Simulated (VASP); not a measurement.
# K (Im-3m) in VASP: notebook, part 2 of 2

VASP 6.6.1. The steps go on from the part before.

## 3. Single point, LDA (75.38 Å³/atom)

This run uses another cell than the first one, of 75.38 Å³/atom.

The input, INCAR:

```
SYSTEM = K
PREC = Accurate
ENCUT = 500
EDIFF = 1E-6
ISMEAR = 1
SIGMA = 0.1
LREAL = .FALSE.
LASPH = .TRUE.
NELM = 120
ALGO = Normal
ISIF = 2
LWAVE = .FALSE.
LCHARG = .TRUE.
GGA = CA
LELF = .TRUE.
LVHAR = .TRUE.
NBANDS = 10
GGA_COMPAT = .FALSE.
```

The input, KPOINTS:

```
regular mesh
0
G
  7 7 7
  0 0 0
```

The input, POSCAR:

```
K
1.0
   -2.6611005550      2.6611005550      2.6611005550
    2.6611005550     -2.6611005550      2.6611005550
    2.6611005550      2.6611005550     -2.6611005550
K
1
Direct
    0.0000000000      0.0000000000      0.0000000000
```

Potentials or basis: VASP PAW LDA potentials, release 64 (K_sv).

Command:

```
> cat potpaw_LDA.64/K_sv/POTCAR > POTCAR
> mpirun -np 1 vasp_std > vasp.out
```

OUTCAR:

```text
SYSTEM = K
   PREC = Accurate
   ENCUT = 500
   EDIFF = 1E-6
   ISMEAR = 1
   LREAL = .FALSE.
   LASPH = .TRUE.
   NELM = 120
   ISIF = 2
   GGA = CA

 ion  position               nearest neighbor table
   1  0.000  0.000  0.000-

  LATTYP: Found a body centered cubic cell.
 ALAT       =     5.3222011100

  Lattice vectors:

 A1 = (  -2.6611005550,   2.6611005550,   2.6611005550)
 A2 = (   2.6611005550,  -2.6611005550,   2.6611005550)
 A3 = (   2.6611005550,   2.6611005550,  -2.6611005550)

Analysis of symmetry for initial positions (statically):
=====================================================================
 Subroutine PRICEL returns:
 Original cell was already a primitive cell.

 Routine SETGRP: Setting up the symmetry group for a
 body centered cubic supercell.

 Subroutine GETGRP returns: Found 48 space group operations
 (whereof 48 operations were pure point group operations)
 out of a pool of 48 trial point group operations.

The static configuration has the point symmetry O_h .

Analysis of symmetry for dynamics (positions and initial velocities):
=====================================================================
 Subroutine PRICEL returns:
 Original cell was already a primitive cell.

 Routine SETGRP: Setting up the symmetry group for a
 body centered cubic supercell.

 Subroutine GETGRP returns: Found 48 space group operations
 (whereof 48 operations were pure point group operations)
 out of a pool of 48 trial point group operations.

The dynamic configuration has the point symmetry O_h .

 Subroutine INISYM returns: Found 48 space group operations
 (whereof 48 operations are pure point group operations),
 and found     1 'primitive' translations

[... 108 lines left out ...]
  volume/ion in A,a.u.               =      75.38       508.67
  Fermi-wavevector in a.u.,A,eV,Ry     =   0.806135  1.523374  8.841793  0.649853
  Thomas-Fermi vector in A             =   1.914511
   LORBIT       =      0    0 simple, 1 ext, 2 COOP (PROOUT), +10 PAW based schemes
   GGA     = CA    functional components
   LHFCALC =     F    Hartree Fock is set to
   AEXX    =    0.0000 exact exchange contribution
   IVDW    =     0    specifies the selected vdW correction
   LEPSILON=     F    determine dielectric tensor
   LRPA    =     F    only Hartree local field effects (RPA)
 non-spin polarized calculation
 Methfessel and Paxton  Order N= 1 SIGMA  =   0.10
  energy-cutoff  :      500.00
  volume of cell :       75.38
 maximum number of plane-waves:      1961
 NGX is ok and might be reduce to    36
   NGX = 17   NGY = 17   NGZ = 17

 number of electron       9.0000001 magnetization

 Free energy of the ion-electron system (eV)
  ---------------------------------------------------
  ext. energy  EPLUGINS =         0.00000000
  ---------------------------------------------------
  free energy    TOTEN  =        -1.14468841 eV

  energy without entropy =       -1.14424644  energy(sigma->0) =       -1.14454108

 E-fermi :  -0.3872     XC(G=0):  -5.8068

 val. band max:       -0.4306048263   @ k =  -0.2857   0.4286   0.1429
 cond. band min:      -0.2354013357   @ k =  -0.4286   0.4286   0.1429
 fundamental gap:      0.1952034906
 Fermi energy:        -0.3871797703

 k-point     1 :       0.0000    0.0000    0.0000
  band No.  band energies     occupation
      1     -32.1967      2.00000
      2     -15.8779      2.00000
      3     -15.8779      2.00000
      4     -15.8779      2.00000
      5      -2.4882      2.00000
      6       3.7751      0.00000
      7       3.7751      0.00000
      8       3.7751      0.00000
      9       4.6931      0.00000
     10       4.6931      0.00000
[... 235 lines left out ...]
 k-point    20 :      -0.4286    0.4286    0.4286
  band No.  band energies     occupation
      1     -32.1900      2.00000
      2     -15.9243      2.00000
      3     -15.9223      2.00000
      4     -15.9223      2.00000
      5       1.0184     -0.00000
      6       1.4288     -0.00000
      7       2.9911      0.00000
      8       3.0097      0.00000
      9       3.0097      0.00000
     10       5.3382      0.00000

------------------------ aborting loop because EDIFF is reached ----------------------------------------

  FORCE on cell =-STRESS in cart. coord.  units (eV):
  Direction    XX          YY          ZZ          XY          YZ          ZX
  --------------------------------------------------------------------------------------
  -------------------------------------------------------------------------------------
  Total       -0.2603475     -0.2603475     -0.2603475     -0.0000000      0.0000000     -0.0000000
  in kB       -5.5337588     -5.5337588     -5.5337588     -0.0000000      0.0000000     -0.0000000
  external PRESSURE =      -5.5337588 kB  Pullay stress =       0.0000000 kB

 VOLUME and BASIS-vectors are now :
 -----------------------------------------------------------------------------
  energy-cutoff  :      500.00
  volume of cell :       75.38
      direct lattice vectors                 reciprocal lattice vectors
    -2.661100555  2.661100555  2.661100555     0.000000000  0.187892186  0.187892186
     2.661100555 -2.661100555  2.661100555     0.187892186  0.000000000  0.187892186
     2.661100555  2.661100555 -2.661100555     0.187892186  0.187892186  0.000000000

 POSITION                                       TOTAL-FORCE (eV/Angst)
 -----------------------------------------------------------------------------------
      0.00000      0.00000      0.00000        -0.000000      0.000000     -0.000000
 -----------------------------------------------------------------------------------
    total drift:                               -0.000000      0.000000      0.000000

  FREE ENERGIE OF THE ION-ELECTRON SYSTEM (eV)
  ---------------------------------------------------
  free  energy   TOTEN  =        -1.1446884064 eV

  energy  without entropy=       -1.1442464399  energy(sigma->0) =       -1.14454108
```

OSZICAR:

```text
N       E                     dE             d eps       ncg     rms          rms(c)
DAV:   1     0.501496696960E+02    0.50150E+02   -0.35881E+03   400   0.672E+02
DAV:   2     0.581391600064E+00   -0.49568E+02   -0.48979E+02   442   0.210E+02
DAV:   3    -0.109741279053E+01   -0.16788E+01   -0.16768E+01   618   0.292E+01
DAV:   4    -0.114358756839E+01   -0.46175E-01   -0.45949E-01   556   0.432E+00
DAV:   5    -0.114556485234E+01   -0.19773E-02   -0.19769E-02   610   0.531E-01    0.201E+00
DAV:   6    -0.114484049084E+01    0.72436E-03   -0.16371E-03   620   0.247E-01    0.125E+00
DAV:   7    -0.114464930716E+01    0.19118E-03   -0.26285E-03   588   0.299E-01    0.516E-02
DAV:   8    -0.114467787402E+01   -0.28567E-04   -0.15729E-04   536   0.132E-01    0.216E-02
DAV:   9    -0.114468885796E+01   -0.10984E-04   -0.12254E-05   496   0.311E-02    0.108E-02
DAV:  10    -0.114468840637E+01    0.45160E-06   -0.48327E-06   602   0.184E-02
   1 F= -.11446884E+01 E0= -.11445411E+01  d E =-.441966E-03
```

Wall time 6.4 s (1 thread of Intel Xeon Platinum 8488C (Sapphire Rapids), shared host); peak memory 0.16 GiB.

What came out:

```yaml
Free_energy: -1.1447 eV
Pressure: -0.6 GPa
Band_gap_on_the_k_mesh: zero (an odd number of electrons rules out a gap without spin polarisation)
```

Levels at points of the mesh, in eV from the Fermi level:
```tsv
k point	band 2	band 3	band 4	band 5	band 6	band 7	band 8	band 9
(0.00, 0.00, 0.00)	-15.49	-15.49	-15.49	-2.10	4.16	4.16	4.16	5.08
```
